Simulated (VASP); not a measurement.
A run of VASP 6.6.1:

The input INCAR:

```
SYSTEM = RuBrF2
  ALGO = Normal
  EDIFF = 1E-6
  ENCUT = 600
  GGA = PE
  GGA_COMPAT = .False.
  ISIF = 2
  ISMEAR = 0
  ISPIN = 2
  KPAR = 4
  LASPH = .True.
  LCHARG = .False.
  LMAXMIX = 4
  LORBIT = 11
  LREAL = .False.
  LWAVE = .False.
  MAGMOM = -0.23 0 0 0
  NBANDS = 30
  NELM = 200
  PREC = Accurate
  SIGMA = 0.1
```

The input KPOINTS:

```
k-points
0
Gamma
  16 16 6
  0 0 0
```

The input POSCAR:

```
RuBrF2
1.0
    2.7466682335      0.0000000000      0.0000000000
    0.0000000000      2.7466682335      0.0000000000
    0.0000000000      0.0000000000      9.3734034894
Ru Br F
1 1 2
Direct
    0.0000000000      0.0000000000      0.1003593692
    0.0000000000      0.0000000000      0.8348553792
    0.0000000000      0.0000000000      0.2980259981
    0.0000000000      0.0000000000      0.6227049935
```

Potentials or basis: VASP PAW PBE potentials, release 64 (Ru_pv, Br, F).

Run with:

```bash
$ cat potpaw_PBE.64/Ru_pv/POTCAR potpaw_PBE.64/Br/POTCAR potpaw_PBE.64/F/POTCAR > POTCAR
$ mpirun -np 4 vasp_std > vasp.out
```

Hardware: 4 MPI ranks on Intel(R) Xeon(R) Platinum 8488C (Sapphire Rapids), on a shared host.

How long does it take, and how much memory?

It took 2.9 min on 4 MPI ranks on Intel(R) Xeon(R) Platinum 8488C (Sapphire Rapids), with other jobs on the host, peak memory 0.76 GiB a rank. Counts: scf iterations 18, k points 180.
